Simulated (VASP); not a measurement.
# TiNb (P4/mmm) in VASP: a series of runs

The runs below take TiNb through single point, relaxation of volume and atoms at fixed shape, with LDA.

Everything below comes from runs of VASP 6.6.1. Logs are shortened: lines on timing, memory, paths and dates and some standing lists are left out, and cuts for length are marked.

## Step 1: The cell of the first run

The structure is tetragonal, space group P4/mmm (No. 123). The conventional cell has a = 2.871 Å, b = 2.871 Å, c = 4.060 Å, α = 90.00°, β = 90.00°, γ = 90.00°. Within 3.8 Å of Ti (site symmetry 4/mmm) lie 4 Ti at 2.87 Å and 8 Nb at 2.87 Å. Nb (site symmetry 4/mmm) has 8 Ti at 2.87 Å and 4 Nb at 2.87 Å within 3.8 Å.

## Step 2: Single point, LDA

Input file INCAR:

```
SYSTEM = TiNb
ALGO = Normal
EDIFF = 1E-7
ENCUT = 520
ISIF = 2
ISMEAR = 1
LASPH = .TRUE.
LCHARG = .TRUE.
LELF = .TRUE.
LREAL = .FALSE.
LVHAR = .TRUE.
LWAVE = .FALSE.
NBANDS = 33
NELM = 60
PREC = Accurate
SIGMA = 0.1
```

Input file KPOINTS:

```
k-points
0
G
  6 6 6
  0 0 0
```

Input file POSCAR:

```
TiNb
1.0
    4.0601659455      0.0000000000      0.0000000000
    0.0000000000      4.0601659455      0.0000000000
    0.0000000000      0.0000000000      4.0601659455
Ti Nb
2 2
Direct
    0.0000000000      0.0000000000      0.0000000000
    0.0000000000      0.5000000000      0.5000000000
    0.5000000000      0.0000000000      0.5000000000
    0.5000000000      0.5000000000      0.0000000000
```

Potentials or basis: VASP PAW LDA potentials, release 64 (Ti_sv, Nb_sv).

On the command line:

```console
$ cat potpaw_LDA.64/Ti_sv/POTCAR potpaw_LDA.64/Nb_sv/POTCAR > POTCAR
$ mpirun -np 1 vasp_std > vasp.out
```

OUTCAR:

```text
SYSTEM = TiNb
   EDIFF = 1E-7
   ENCUT = 520
   ISIF = 2
   ISMEAR = 1
   LASPH = .TRUE.
   LREAL = .FALSE.
   NELM = 60
   PREC = Accurate

 ion  position               nearest neighbor table
   1  0.000  0.000  0.000-   2 2.87   3 2.87   4 2.87   2 2.87   3 2.87   2 2.87   4 2.87   2 2.87
                             3 2.87   4 2.87   3 2.87   4 2.87
   2  0.000  0.500  0.500-   1 2.87   3 2.87   4 2.87   1 2.87   4 2.87   1 2.87   3 2.87   1 2.87
                             3 2.87   4 2.87   4 2.87   3 2.87
   3  0.500  0.000  0.500-   1 2.87   2 2.87   4 2.87   1 2.87   4 2.87   2 2.87   4 2.87   4 2.87
                             1 2.87   2 2.87   1 2.87   2 2.87
   4  0.500  0.500  0.000-   1 2.87   2 2.87   3 2.87   2 2.87   3 2.87   1 2.87   3 2.87   3 2.87
                             1 2.87   2 2.87   2 2.87   1 2.87

  LATTYP: Found a simple cubic cell.
 ALAT       =     4.0601659455

  Lattice vectors:

 A1 = (   4.0601659455,   0.0000000000,   0.0000000000)
 A2 = (   0.0000000000,   4.0601659455,   0.0000000000)
 A3 = (   0.0000000000,   0.0000000000,   4.0601659455)

Analysis of symmetry for initial positions (statically):
=====================================================================
 Subroutine PRICEL returns following result:

  LATTYP: Found a simple tetragonal cell.
 ALAT       =     2.8709708728
 C/A-ratio  =     1.4142135624

  Lattice vectors:

 A1 = (   0.0000000000,   2.0300829727,  -2.0300829727)
 A2 = (   0.0000000000,   2.0300829727,   2.0300829728)
 A3 = (   4.0601659455,   0.0000000000,   0.0000000000)

   2 primitive cells build up your supercell.

 Routine SETGRP: Setting up the symmetry group for a
 simple cubic supercell.

 Subroutine GETGRP returns: Found 16 space group operations
 (whereof 16 operations were pure point group operations)
 out of a pool of 48 trial point group operations.

The static configuration has the point symmetry D_4h.

Analysis of symmetry for dynamics (positions and initial velocities):
=====================================================================
 Subroutine PRICEL returns following result:

  LATTYP: Found a simple tetragonal cell.
 ALAT       =     2.8709708728
 C/A-ratio  =     1.4142135624

  Lattice vectors:

 A1 = (   0.0000000000,   2.0300829727,  -2.0300829727)
 A2 = (   0.0000000000,   2.0300829727,   2.0300829728)
 A3 = (   4.0601659455,   0.0000000000,   0.0000000000)

   2 primitive cells build up your supercell.

 Routine SETGRP: Setting up the symmetry group for a
 simple cubic supercell.

 Subroutine GETGRP returns: Found 16 space group operations
 (whereof 16 operations were pure point group operations)
 out of a pool of 48 trial point group operations.

The dynamic configuration has the point symmetry D_4h.

 Subroutine INISYM returns: Found 16 space group operations
 (whereof 16 operations are pure point group operations),
 and found     2 'primitive' translations

----------------------------------------------------------------------------------------

                                     Primitive cell

  volume of cell :      33.4658

  direct lattice vectors                    reciprocal lattice vectors
     0.000000000  2.030082973 -2.030082973     0.000000000  0.246295352 -0.246295352
     0.000000000  2.030082973  2.030082973     0.000000000  0.246295352  0.246295352
     4.060165945  0.000000000  0.000000000     0.246295352  0.000000000  0.000000000

  length of vectors
     2.870970873  2.870970873  4.060165945     0.348314227  0.348314227  0.246295352

  position of ions in fractional coordinates (direct lattice)
     0.000000000  0.000000000  0.000000000
     0.500000000  0.500000000  0.500000000

  ion indices of the primitive-cell ions
   primitive index   ion index
                 1           1
                 2           3

----------------------------------------------------------------------------------------

 KPOINTS: k-points

Automatic generation of k-mesh.
 Grid dimensions read from file:
 generate k-points for:    6    6    6

 Generating k-lattice:

  Cartesian coordinates                     Fractional coordinates (reciprocal lattice)
     0.041049225  0.000000000  0.000000000     0.166666667  0.000000000  0.000000000
     0.000000000  0.041049225  0.000000000     0.000000000  0.166666667  0.000000000
     0.000000000  0.000000000  0.041049225     0.000000000  0.000000000  0.166666667

  Length of vectors
     0.041049225  0.041049225  0.041049225

  Shift w.r.t. Gamma in fractional coordinates (k-lattice)
     0.000000000  0.000000000  0.000000000

 Subroutine IBZKPT returns following result:
 ===========================================

 Found     40 irreducible k-points:

 Following reciprocal coordinates:
            Coordinates               Weight
  0.000000  0.000000  0.000000      1.000000
  0.166667  0.000000  0.000000      2.000000
  0.000000  0.166667  0.000000      4.000000
  0.333333  0.000000  0.000000      2.000000
  0.000000  0.333333  0.000000      4.000000
  0.500000  0.000000  0.000000      1.000000
[... 16 lines left out ...]
  0.166667  0.166667  0.166667      8.000000
  0.333333  0.166667  0.166667      8.000000
 [... further k-points ...]
   k-points           NKPTS =     40   k-points in BZ     NKDIM =     40   number of bands    NBANDS=     33
   number of dos      NEDOS =    301   number of ions     NIONS =      4
   total plane-waves  NPLWV =  27000
   dimension x,y,z NGX =    30 NGY =   30 NGZ =   30
   dimension x,y,z NGXF=    60 NGYF=   60 NGZF=   60
   ions per type =               2   2
   NGX,Y,Z   is equivalent  to a cutoff of  12.28, 12.28, 12.28 a.u.
   NGXF,Y,Z  is equivalent  to a cutoff of  24.57, 24.57, 24.57 a.u.
 SYSTEM =  TiNb
   PREC   = accura    normal or accurate (medium, high low for compatibility)
   ISTART =      0    job   : 0-new  1-cont  2-samecut
   ICHARG =      2    charge: 1-file 2-atom 10-const
   ISPIN  =      1    spin polarized calculation?
   LNONCOLLINEAR =      F non collinear calculations
   LSORBIT =      F    spin-orbit coupling
   LASPH  =      T    aspherical Exc in radial PAW
   ENCUT  =  520.0 eV  38.22 Ry    6.18 a.u.   7.55  7.55  7.55*2*pi/ulx,y,z
   NELM   =     60;   NELMIN=  2; NELMDL= -5     # of ELM steps
   EDIFF  = 0.1E-06   stopping-criterion for ELM
   LREAL  =      F    real-space projection
   EDIFFG = 0.1E-05   stopping-criterion for IOM
   NSW    =      0    number of steps for IOM
   IBRION =     -1    ionic relax: 0-MD 1-quasi-New 2-CG
   NFREE  =      0    steps in history (QN), initial steepest desc. (CG)
   ISIF   =      2    stress and relaxation
   ISYM   =      2    0-nonsym 1-usesym 2-fastsym
   POTIM  = 0.5000    time-step for ionic-motion
   TEBEG  =    0.0;   TEEND  =   0.0 temperature during run
   PSTRESS=    0.0 pullay stress
   NELECT =      50.0000    total number of electrons
   NUPDOWN=      -1.0000    fix difference up-down
   EMIN   =  10.00;   EMAX   =-10.00  energy-range for DOS
   EFERMI =   0.00;   METHOD = LEGACY
   ISMEAR =     1;   SIGMA  =   0.10  broadening in eV -4-tet -1-fermi 0-gaus
   EFERMI_NEDOS =   21; number of points for ismear=-14 and -15
   IALGO  =     38    algorithm
   IMIX   =      4    mixing-type and parameters
     AMIX     =   0.40;   BMIX     =  1.00
     AMIX_MAG =   1.60;   BMIX_MAG =  1.00
  volume/ion in A,a.u.               =      16.73       112.92
  Fermi-wavevector in a.u.,A,eV,Ry     =   1.485437  2.807070 30.021589  2.206525
  Thomas-Fermi vector in A             =   2.598849
   LORBIT       =      0    0 simple, 1 ext, 2 COOP (PROOUT), +10 PAW based schemes
   GGA     = CA    functional components
   LHFCALC =     F    Hartree Fock is set to
   AEXX    =    0.0000 exact exchange contribution
   IVDW    =     0    specifies the selected vdW correction
   LEPSILON=     F    determine dielectric tensor
   LRPA    =     F    only Hartree local field effects (RPA)
 non-spin polarized calculation
 Methfessel and Paxton  Order N= 1 SIGMA  =   0.10
  energy-cutoff  :      520.00
  volume of cell :       66.93
 maximum number of plane-waves:      1856
   NGX = 15   NGY = 15   NGZ = 15

 number of electron      50.0000003 magnetization

 Free energy of the ion-electron system (eV)
  ---------------------------------------------------
  ext. energy  EPLUGINS =         0.00000000
  ---------------------------------------------------
  free energy    TOTEN  =       -38.95716394 eV

  energy without entropy =      -38.95890192  energy(sigma->0) =      -38.95774327

 E-fermi :  10.4440     XC(G=0): -12.5477

 val. band max:       10.4390166014   @ k =   0.1667   0.3333   0.3333
 cond. band min:      10.4584736716   @ k =   0.1667   0.1667   0.0000
 fundamental gap:      0.0194570702
 Fermi energy:        10.4439626374

 k-point     1 :       0.0000    0.0000    0.0000
  band No.  band energies     occupation
      1     -45.5244      2.00000
      2     -45.4127      2.00000
      3     -43.7275      2.00000
      4     -43.5318      2.00000
      5     -22.3485      2.00000
      6     -22.3485      2.00000
[... 25 lines left out ...]
     32      14.2680      0.00000
     33      14.3625      0.00000

 k-point     2 :       0.1667    0.0000    0.0000
  band No.  band energies     occupation
      1     -45.5218      2.00000
      2     -45.4126      2.00000
      3     -43.7307      2.00000
      4     -43.5316      2.00000
      5     -22.3368      2.00000
      6     -22.3368      2.00000
[... 25 lines left out ...]
     32      13.8021      0.00000
     33      14.3744      0.00000

 k-point     3 :       0.0000    0.1667    0.0000
  band No.  band energies     occupation
      1     -45.5163      2.00000
      2     -45.4195      2.00000
      3     -43.7152      2.00000
      4     -43.5458      2.00000
      5     -22.3213      2.00000
      6     -22.3167      2.00000
[... 25 lines left out ...]
     32      14.0788      0.00000
     33      14.6517      0.00000

 k-point     4 :       0.3333    0.0000    0.0000
  band No.  band energies     occupation
      1     -45.5166      2.00000
      2     -45.4123      2.00000
      3     -43.7370      2.00000
      4     -43.5310      2.00000
      5     -22.3130      2.00000
      6     -22.3130      2.00000
[... 25 lines left out ...]
     32      13.2897      0.00000
     33      13.6291      0.00000

 k-point     5 :       0.0000    0.3333    0.0000
  band No.  band energies     occupation
      1     -45.4944      2.00000
      2     -45.4385      2.00000
      3     -43.6810      2.00000
      4     -43.5832      2.00000
      5     -22.2472      2.00000
      6     -22.2348      2.00000
[... 604 lines left out ...]
 k-point    22 :       0.0000    0.5000    0.5000
  band No.  band energies     occupation
      1     -45.4627      2.00000
      2     -45.4627      2.00000
      3     -43.6348      2.00000
      4     -43.6348      2.00000
      5     -22.3549      2.00000
      6     -22.3549      2.00000
[... 25 lines left out ...]
     32      11.9805     -0.00000
     33      12.6551      0.00000

 k-point    23 :       0.1667    0.1667    0.1667
  band No.  band energies     occupation
      1     -45.5071      2.00000
      2     -45.4251      2.00000
      3     -43.7069      2.00000
      4     -43.5575      2.00000
      5     -22.3439      2.00000
      6     -22.2570      2.00000
[... 25 lines left out ...]
     32      13.2045      0.00000
     33      13.6696      0.00000

 k-point    24 :       0.3333    0.1667    0.1667
  band No.  band energies     occupation
      1     -45.5030      2.00000
      2     -45.4248      2.00000
      3     -43.7114      2.00000
      4     -43.5569      2.00000
      5     -22.3381      2.00000
      6     -22.2295      2.00000
[... 25 lines left out ...]
     32      12.6921      0.00000
     33      13.0931      0.00000

 [... further k-points ...]

------------------------ aborting loop because EDIFF is reached ----------------------------------------

  FORCE on cell =-STRESS in cart. coord.  units (eV):
  Direction    XX          YY          ZZ          XY          YZ          ZX
  --------------------------------------------------------------------------------------
  -------------------------------------------------------------------------------------
  Total        0.4062841     -0.2795024     -0.2795024      0.0000000      0.0000000     -0.0000000
  in kB        9.7254352     -6.6905956     -6.6905956      0.0000000      0.0000000     -0.0000000
  external PRESSURE =      -1.2185854 kB  Pullay stress =       0.0000000 kB

 VOLUME and BASIS-vectors are now :
 -----------------------------------------------------------------------------
  energy-cutoff  :      520.00
  volume of cell :       66.93
      direct lattice vectors                 reciprocal lattice vectors
     4.060165945  0.000000000  0.000000000     0.246295352  0.000000000  0.000000000
     0.000000000  4.060165945  0.000000000     0.000000000  0.246295352  0.000000000
     0.000000000  0.000000000  4.060165945     0.000000000  0.000000000  0.246295352

 POSITION                                       TOTAL-FORCE (eV/Angst)
 -----------------------------------------------------------------------------------
      0.00000      0.00000      0.00000        -0.000000     -0.000000     -0.000000
      0.00000      2.03008      2.03008        -0.000000     -0.000000      0.000000
      2.03008      0.00000      2.03008         0.000000      0.000000      0.000000
      2.03008      2.03008      0.00000         0.000000     -0.000000     -0.000000
 -----------------------------------------------------------------------------------
    total drift:                                0.000000      0.000000     -0.000000

  FREE ENERGIE OF THE ION-ELECTRON SYSTEM (eV)
  ---------------------------------------------------
  free  energy   TOTEN  =       -38.9571639414 eV

  energy  without entropy=      -38.9589019175  energy(sigma->0) =      -38.95774327
```

Run time: 40 s. Hardware: 1 thread of Intel Xeon 6975P-C (Granite Rapids), shared host; peak memory 0.19 GiB.

Results:

| Quantity | Value |
| --- | --- |
| Free energy | -38.9572 eV |
| Pressure | -0.1 GPa |
| Band gap on the k mesh | zero (band 25 reaches 11.21 eV, above the bottom of band 26 at 9.60 eV) |

Stress tensor (GPa, compression positive):
```
 0.97  0.00  0.00
 0.00 -0.67  0.00
 0.00  0.00 -0.67
```

(Part 1 of 2 ends here.)
